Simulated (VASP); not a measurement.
# Ti (Fm-3m) in VASP: a series of runs

The runs below take Ti through single point, relaxation of cell and atoms, with r2SCAN.

All numbers are computed with VASP 6.6.1; they aren't measurements. Logs are shortened: lines on timing, memory, paths and dates and some standing lists are left out, and cuts for length are marked.

## 1. The cell of the first run

The structure is cubic, space group Fm-3m (No. 225). The conventional cell has a = 4.114 Å, b = 4.114 Å, c = 4.114 Å, α = 90.00°, β = 90.00°, γ = 90.00°. Ti (site symmetry m-3m) has 12 Ti at 2.91 Å within 3.8 Å.

This isn't the form of Ti at room conditions, which is hcp.

## 2. Single point, r2SCAN

POSCAR reads:

```
Ti
1.0
    0.0000000000      2.0568347073      2.0568347073
    2.0568347073      0.0000000000      2.0568347073
    2.0568347073      2.0568347073      0.0000000000
Ti
1
Direct
    0.0000000000      0.0000000000      0.0000000000
```

INCAR.step1 reads:

```
SYSTEM = Ti
PREC = Accurate ; ENCUT = 550
ISMEAR = -1 ; SIGMA = 0.05
LREAL = .False. ; LASPH = .True.
NELM = 120 ; NBANDS = 12
GGA = PE ; ALGO = Normal
EDIFF = 1E-5 ; LWAVE = .True.
LCHARG = .False. ; GGA_COMPAT = .False.
```

INCAR.step2 reads:

```
SYSTEM = Ti
PREC = Accurate ; ENCUT = 550
EDIFF = 1E-6 ; ISMEAR = -1
SIGMA = 0.05 ; LREAL = .False.
LASPH = .True. ; NELM = 120
ALGO = Normal ; ISIF = 2
LWAVE = .False. ; LCHARG = .False.
METAGGA = R2SCAN ; LMIXTAU = .True.
NBANDS = 12 ; ISTART = 1
GGA_COMPAT = .False.
```

KPOINTS reads:

```
Automatic mesh
0
Gamma
  8 8 8
  0 0 0
```

Potentials or basis: VASP PAW PBE potentials, release 64 (Ti_sv).

Command:

```console
$ cat potpaw_PBE.64/Ti_sv/POTCAR > POTCAR
$ cp INCAR.step1 INCAR
$ mpirun -np 1 vasp_std > vasp.out
$ cp INCAR.step2 INCAR
$ mpirun -np 1 vasp_std > vasp.out
```

OUTCAR:

```text
SYSTEM = Ti
   PREC = Accurate
   ENCUT = 550
   EDIFF = 1E-6
   ISMEAR = -1
   LREAL = .False.
   LASPH = .True.
   NELM = 120
   ISIF = 2
   METAGGA = R2SCAN
   ISTART = 1

 ion  position               nearest neighbor table
   1  0.000  0.000  0.000-

  LATTYP: Found a face centered cubic cell.
 ALAT       =     4.1136694146

  Lattice vectors:

 A1 = (   0.0000000000,   2.0568347073,   2.0568347073)
 A2 = (   2.0568347073,   0.0000000000,   2.0568347073)
 A3 = (   2.0568347073,   2.0568347073,   0.0000000000)

Analysis of symmetry for initial positions (statically):
=====================================================================
 Subroutine PRICEL returns:
 Original cell was already a primitive cell.

 Routine SETGRP: Setting up the symmetry group for a
 face centered cubic supercell.

 Subroutine GETGRP returns: Found 48 space group operations
 (whereof 48 operations were pure point group operations)
 out of a pool of 48 trial point group operations.

The static configuration has the point symmetry O_h .

Analysis of symmetry for dynamics (positions and initial velocities):
=====================================================================
 Subroutine PRICEL returns:
 Original cell was already a primitive cell.

 Routine SETGRP: Setting up the symmetry group for a
 face centered cubic supercell.

 Subroutine GETGRP returns: Found 48 space group operations
 (whereof 48 operations were pure point group operations)
 out of a pool of 48 trial point group operations.

The dynamic configuration has the point symmetry O_h .

 Subroutine INISYM returns: Found 48 space group operations
 (whereof 48 operations are pure point group operations),
 and found     1 'primitive' translations

----------------------------------------------------------------------------------------

                                     Primitive cell

  volume of cell :      17.4032

  direct lattice vectors                    reciprocal lattice vectors
     0.000000000  2.056834707  2.056834707    -0.243091970  0.243091970  0.243091970
     2.056834707  0.000000000  2.056834707     0.243091970 -0.243091970  0.243091970
     2.056834707  2.056834707  0.000000000     0.243091970  0.243091970 -0.243091970

  length of vectors
     2.908803539  2.908803539  2.908803539     0.421047642  0.421047642  0.421047642

  position of ions in fractional coordinates (direct lattice)
     0.000000000  0.000000000  0.000000000

  ion indices of the primitive-cell ions
   primitive index   ion index
                 1           1

----------------------------------------------------------------------------------------

 KPOINTS: Automatic mesh

Automatic generation of k-mesh.
 Grid dimensions read from file:
 generate k-points for:    8    8    8

 Generating k-lattice:

  Cartesian coordinates                     Fractional coordinates (reciprocal lattice)
    -0.030386496  0.030386496  0.030386496     0.125000000  0.000000000  0.000000000
     0.030386496 -0.030386496  0.030386496     0.000000000  0.125000000  0.000000000
     0.030386496  0.030386496 -0.030386496     0.000000000  0.000000000  0.125000000

  Length of vectors
     0.052630955  0.052630955  0.052630955

  Shift w.r.t. Gamma in fractional coordinates (k-lattice)
     0.000000000  0.000000000  0.000000000

 Subroutine IBZKPT returns following result:
 ===========================================

 Found     29 irreducible k-points:

 Following reciprocal coordinates:
            Coordinates               Weight
  0.000000  0.000000  0.000000      1.000000
  0.125000  0.000000  0.000000      8.000000
  0.250000  0.000000  0.000000      8.000000
  0.375000  0.000000  0.000000      8.000000
  0.500000  0.000000  0.000000      4.000000
  0.125000  0.125000  0.000000      6.000000
[... 16 lines left out ...]
  0.500000  0.250000  0.125000     48.000000
 -0.375000  0.250000  0.125000     24.000000
 [... further k-points ...]
   k-points           NKPTS =     29   k-points in BZ     NKDIM =     29   number of bands    NBANDS=     12
   number of dos      NEDOS =    301   number of ions     NIONS =      1
   total plane-waves  NPLWV =  13824
   dimension x,y,z NGX =    24 NGY =   24 NGZ =   24
   dimension x,y,z NGXF=    48 NGYF=   48 NGZF=   48
   ions per type =               1
   NGX,Y,Z   is equivalent  to a cutoff of  13.72, 13.72, 13.72 a.u.
   NGXF,Y,Z  is equivalent  to a cutoff of  27.43, 27.43, 27.43 a.u.
 SYSTEM =  Ti
   PREC   = accura    normal or accurate (medium, high low for compatibility)
   ISTART =      1    job   : 0-new  1-cont  2-samecut
   ICHARG =      0    charge: 1-file 2-atom 10-const
   ISPIN  =      1    spin polarized calculation?
   LNONCOLLINEAR =      F non collinear calculations
   LSORBIT =      F    spin-orbit coupling
   LASPH  =      T    aspherical Exc in radial PAW
   ENCUT  =  550.0 eV  40.42 Ry    6.36 a.u.   5.56  5.56  5.56*2*pi/ulx,y,z
   NELM   =    120;   NELMIN=  2; NELMDL=  0     # of ELM steps
   EDIFF  = 0.1E-05   stopping-criterion for ELM
   LREAL  =      F    real-space projection
   EDIFFG = 0.1E-04   stopping-criterion for IOM
   NSW    =      0    number of steps for IOM
   IBRION =     -1    ionic relax: 0-MD 1-quasi-New 2-CG
   NFREE  =      0    steps in history (QN), initial steepest desc. (CG)
   ISIF   =      2    stress and relaxation
   ISYM   =      2    0-nonsym 1-usesym 2-fastsym
   POTIM  = 0.5000    time-step for ionic-motion
   TEBEG  =    0.0;   TEEND  =   0.0 temperature during run
   PSTRESS=    0.0 pullay stress
   NELECT =      12.0000    total number of electrons
   NUPDOWN=      -1.0000    fix difference up-down
   EMIN   =  10.00;   EMAX   =-10.00  energy-range for DOS
   EFERMI =   0.00;   METHOD = LEGACY
   ISMEAR =    -1;   SIGMA  =   0.05  broadening in eV -4-tet -1-fermi 0-gaus
   EFERMI_NEDOS =   21; number of points for ismear=-14 and -15
   IALGO  =     38    algorithm
   IMIX   =      4    mixing-type and parameters
     AMIX     =   0.40;   BMIX     =  1.00
     AMIX_MAG =   1.60;   BMIX_MAG =  1.00
  volume/ion in A,a.u.               =      17.40       117.44
  Fermi-wavevector in a.u.,A,eV,Ry     =   1.446303  2.733116 28.460550  2.091791
  Thomas-Fermi vector in A             =   2.564387
   LORBIT       =      0    0 simple, 1 ext, 2 COOP (PROOUT), +10 PAW based schemes
   METAGGA = R2SCAN    functional components
   LHFCALC =     F    Hartree Fock is set to
   AEXX    =    0.0000 exact exchange contribution
   IVDW    =     0    specifies the selected vdW correction
   LEPSILON=     F    determine dielectric tensor
   LRPA    =     F    only Hartree local field effects (RPA)
 non-spin polarized calculation
  energy-cutoff  :      550.00
  volume of cell :       17.40
 maximum number of plane-waves:       531
 NGX is ok and might be reduce to    24
   NGX = 11   NGY = 11   NGZ = 11

 number of electron      12.0000002 magnetization

 Free energy of the ion-electron system (eV)
  ---------------------------------------------------
  ext. energy  EPLUGINS =         0.00000000
  ---------------------------------------------------
  free energy    TOTEN  =       -12.88398059 eV

  energy without entropy =      -12.87130375  energy(sigma->0) =      -12.87764217

 E-fermi :   8.2530     XC(G=0): -12.4045

 val. band max:        8.2257951001   @ k =   0.3750   0.0000   0.0000
 cond. band min:       8.2819006595   @ k =  -0.2500   0.2500   0.0000
 fundamental gap:      0.0561055593
 Fermi energy:         8.2530057484

 k-point     1 :       0.0000    0.0000    0.0000
  band No.  band energies     occupation
      1     -50.8587      2.00000
      2     -25.6631      2.00000
      3     -25.6631      2.00000
      4     -25.6631      2.00000
      5       1.7434      2.00000
      6       9.1970      0.00000
      7       9.1970      0.00000
      8       9.1970      0.00000
      9      10.9964      0.00000
     10      10.9964      0.00000
     11      23.9802      0.00000
     12      28.8580      0.00000

 k-point     2 :       0.1250    0.0000    0.0000
  band No.  band energies     occupation
      1     -50.8402      2.00000
      2     -25.7677      2.00000
      3     -25.6761      2.00000
      4     -25.6761      2.00000
      5       2.2571      2.00000
      6       8.8823      0.00001
      7       9.3630      0.00000
      8       9.3630      0.00000
      9      10.8985      0.00000
     10      10.8985      0.00000
     11      24.2017      0.00000
     12      26.0396      0.00000

 k-point     3 :       0.2500    0.0000    0.0000
  band No.  band energies     occupation
      1     -50.7954      2.00000
      2     -26.0154      2.00000
      3     -25.7071      2.00000
      4     -25.7071      2.00000
      5       3.6063      2.00000
      6       8.3020      0.54620
      7       9.4878      0.00000
      8       9.4878      0.00000
      9      11.0313      0.00000
     10      11.0313      0.00000
     11      21.6319      0.00000
     12      24.7960      0.00000
[... 286 lines left out ...]
 k-point    23 :       0.5000    0.2500    0.1250
  band No.  band energies     occupation
      1     -50.7256      2.00000
      2     -26.2022      2.00000
      3     -25.9076      2.00000
      4     -25.7865      2.00000
      5       5.9865      2.00000
      6       7.5596      2.00000
      7       8.4134      0.07776
      8      10.1562      0.00000
      9      11.3947      0.00000
     10      13.0118      0.00000
     11      18.7444      0.00000
     12      22.0491      0.00000

 k-point    24 :      -0.3750    0.2500    0.1250
  band No.  band energies     occupation
      1     -50.7105      2.00000
      2     -26.2571      2.00000
      3     -25.9314      2.00000
      4     -25.8073      2.00000
      5       6.5484      2.00000
      6       7.3897      2.00000
      7       8.4812      0.02065
      8       9.9899      0.00000
      9      11.8493      0.00000
     10      14.0032      0.00000
     11      16.5857      0.00000
     12      22.2178      0.00000

 [... further k-points ...]

------------------------ aborting loop because EDIFF is reached ----------------------------------------

  FORCE on cell =-STRESS in cart. coord.  units (eV):
  Direction    XX          YY          ZZ          XY          YZ          ZX
  --------------------------------------------------------------------------------------
  -------------------------------------------------------------------------------------
  Total        0.0460348      0.0460348      0.0460348      0.0000000      0.0000000      0.0000000
  in kB        4.2380724      4.2380724      4.2380724      0.0000000      0.0000000      0.0000000
  external PRESSURE =       4.2380724 kB  Pullay stress =       0.0000000 kB

 VOLUME and BASIS-vectors are now :
 -----------------------------------------------------------------------------
  energy-cutoff  :      550.00
  volume of cell :       17.40
      direct lattice vectors                 reciprocal lattice vectors
     0.000000000  2.056834707  2.056834707    -0.243091970  0.243091970  0.243091970
     2.056834707  0.000000000  2.056834707     0.243091970 -0.243091970  0.243091970
     2.056834707  2.056834707  0.000000000     0.243091970  0.243091970 -0.243091970

 POSITION                                       TOTAL-FORCE (eV/Angst)
 -----------------------------------------------------------------------------------
      0.00000      0.00000      0.00000         0.000000      0.000000     -0.000000
 -----------------------------------------------------------------------------------
    total drift:                                0.000000      0.000000     -0.000000

  FREE ENERGIE OF THE ION-ELECTRON SYSTEM (eV)
  ---------------------------------------------------
  free  energy   TOTEN  =       -12.8839805932 eV

  energy  without entropy=      -12.8713037499  energy(sigma->0) =      -12.87764217
```

Wall time 20 s (1 thread of Intel Xeon Platinum 8488C (Sapphire Rapids), shared host); peak memory 0.14 GiB.

Results:

| Property | Result |
| --- | --- |
| Free energy | -12.8840 eV |
| Pressure | 0.4 GPa |
| Band gap on the k mesh | zero (bands 6 and 7 overlap by 1.42 eV) |

Caveat: the PAW data sets were made with another functional, which shifts forces and pressure a little.

## 3. Relaxation of cell and atoms, r2SCAN

This run uses another cell than the first one, of 17.61 Å³/atom.

POSCAR reads:

```
Ti
1.0
    0.0000000000      2.0650000000      2.0650000000
    2.0650000000      0.0000000000      2.0650000000
    2.0650000000      2.0650000000      0.0000000000
Ti
1
Direct
    0.0000000000      0.0000000000      0.0000000000
```

INCAR.step1 reads:

```
SYSTEM = Ti
PREC     = Accurate       ! precision mode
ENCUT    = 550            ! plane-wave cutoff, eV
ISMEAR   = -1             ! smearing method
SIGMA    = 0.05           ! smearing width, eV
LREAL    = .False.        ! projectors in reciprocal space
LASPH    = .True.         ! aspherical terms in the spheres
NELM     = 120            ! most SCF steps
GGA      = PE             ! functional
ALGO     = Normal         ! electronic algorithm
EDIFF    = 1E-5           ! SCF threshold, eV
LWAVE    = .True.         ! write WAVECAR
LCHARG   = .False.        ! write CHGCAR
GGA_COMPAT= .False.      
IBRION   = 2              ! ionic algorithm
ISIF     = 3              ! what is computed and relaxed
EDIFFG   = -0.005         ! ionic threshold
NELMIN   = 4            
NSW      = 100            ! ionic steps
```

INCAR.step2 reads:

```
SYSTEM = Ti
PREC     = Accurate       ! precision mode
ENCUT    = 550            ! plane-wave cutoff, eV
EDIFF    = 1E-7           ! SCF threshold, eV
ISMEAR   = -1             ! smearing method
SIGMA    = 0.05           ! smearing width, eV
LREAL    = .False.        ! projectors in reciprocal space
LASPH    = .True.         ! aspherical terms in the spheres
NELM     = 120            ! most SCF steps
ALGO     = Normal         ! electronic algorithm
ISIF     = 3              ! what is computed and relaxed
LWAVE    = .False.        ! write WAVECAR
LCHARG   = .False.        ! write CHGCAR
METAGGA  = R2SCAN         ! meta-GGA
LMIXTAU  = .True.       
IBRION   = 2              ! ionic algorithm
NSW      = 80             ! ionic steps
EDIFFG   = -0.03          ! ionic threshold
ISTART   = 1            
GGA_COMPAT= .False.      
NELMIN   = 4
```

KPOINTS is that of step 2.

Potentials or basis: VASP PAW PBE potentials, release 64 (Ti_sv).

Command:

```console
$ cat potpaw_PBE.64/Ti_sv/POTCAR > POTCAR
$ cp INCAR.step1 INCAR
$ mpirun -np 1 vasp_std > vasp.out
$ cp INCAR.step2 INCAR
$ mpirun -np 1 vasp_std > vasp.out
```

Run time: 82 s. Hardware: 1 thread of Intel Xeon Platinum 8488C (Sapphire Rapids), shared host; peak memory 0.15 GiB.

It converged, with:

| Quantity | Value |
| --- | --- |
| Free energy | -12.8841 eV |
| Relaxed volume | 17.47 Å³/atom |
| Relaxed cell | a = 2.913 Å, b = 2.913 Å, c = 2.913 Å, α = 60.00°, β = 60.00°, γ = 60.00° |
| Space group after relaxing (to 0.1 Å) | Fm-3m (No. 225) |
| Energy gained by relaxing | 0.4 meV/atom |
| Ionic steps | 3 |
| Pressure after relaxing | 0.0 GPa |
| Band gap on the k mesh | zero (bands 6 and 7 overlap by 1.41 eV) |

Step by step:
```csv
step,energy change (eV),largest force (eV/Å),pressure (GPa),volume (Å³)
1,0.0000,0.0000,-0.88,17.61
2,-0.0002,0.0000,0.67,17.36
3,-0.0004,0.0000,-0.01,17.47
```

Final structure:
```
Ti
1.0
     0.00000    2.05948    2.05948
     2.05948    0.00000    2.05948
     2.05948    2.05948    0.00000
Ti
1
Direct
  0.00000 0.00000 0.00000
```

Levels at points of the mesh, in eV from the Fermi level:
```
           k point  band 4  band 5  band 6  band 7  band 8  band 9
(0.00, 0.00, 0.00)  -33.93   -6.50    0.94    0.94    0.94    2.73
(0.50, 0.00, 0.00)  -34.01   -2.74    0.39    0.87    0.87    3.75
(0.50, 0.50, 0.00)  -34.17   -2.67   -1.81    2.73    3.81    3.98
```

Caveat: the PAW data sets were made with another functional, which shifts forces and pressure a little.
